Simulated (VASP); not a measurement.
A run of VASP 6.6.1 is set up as follows.

File INCAR:

```
SYSTEM = Ga2PdS2
ALGO = Normal
EDIFF = 1E-6
ENCUT = 500
GGA = PE
GGA_COMPAT = .False.
ISIF = 2
ISMEAR = 0
LASPH = .True.
LCHARG = .False.
LREAL = .False.
LWAVE = .False.
NBANDS = 59
NELM = 120
PREC = Accurate
SIGMA = 0.1
```

Contents of KPOINTS:

```
k-points
0
Gamma
  4 4 4
  0 0 0
```

The input POSCAR:

```
Ga2PdS2
1.0
    4.7912558984      0.0000000000      0.0000000000
    0.0000000000      7.2300815817      0.0000000000
    0.0000000000      0.0000000000      6.2313435759
Ga Pd S
4 2 4
Direct
    0.0000000000      0.2277503955      0.8957089624
    0.0000000000      0.7722496045      0.8957089624
    0.5000000000      0.7277503955      0.1042910376
    0.5000000000      0.2722496045      0.1042910376
    0.0000000000      0.0000000000      0.2328716456
    0.5000000000      0.5000000000      0.7671283544
    0.0000000000      0.5000000000      0.6902255831
    0.5000000000      0.0000000000      0.3097744169
    0.0000000000      0.0000000000      0.6373840910
    0.5000000000      0.5000000000      0.3626159090
```

Potentials or basis: VASP PAW PBE potentials, release 64 (Ga_d, Pd, S).

Command:

```bash
$ cat potpaw_PBE.64/Ga_d/POTCAR potpaw_PBE.64/Pd/POTCAR potpaw_PBE.64/S/POTCAR > POTCAR
$ mpirun -np 1 vasp_std > vasp.out
```

Task: Predict the pressure.

Result: 0.0 GPa.

Task: Estimate the band gap on the k mesh.

Result: Zero (bands 48 and 49 overlap by 0.57 eV).

Task: Predict the largest force.

Result: 0.022 eV/Å.

Forces in eV/Å, atoms in the order of the input:
```
Ga   0.000  0.014 -0.013
Ga   0.000 -0.014 -0.013
Ga   0.000  0.014  0.013
Ga   0.000 -0.014  0.013
Pd   0.000  0.000  0.010
Pd   0.000  0.000 -0.010
S    0.000  0.000 -0.022
S    0.000  0.000  0.022
S    0.000  0.000  0.005
S    0.000  0.000 -0.005
```
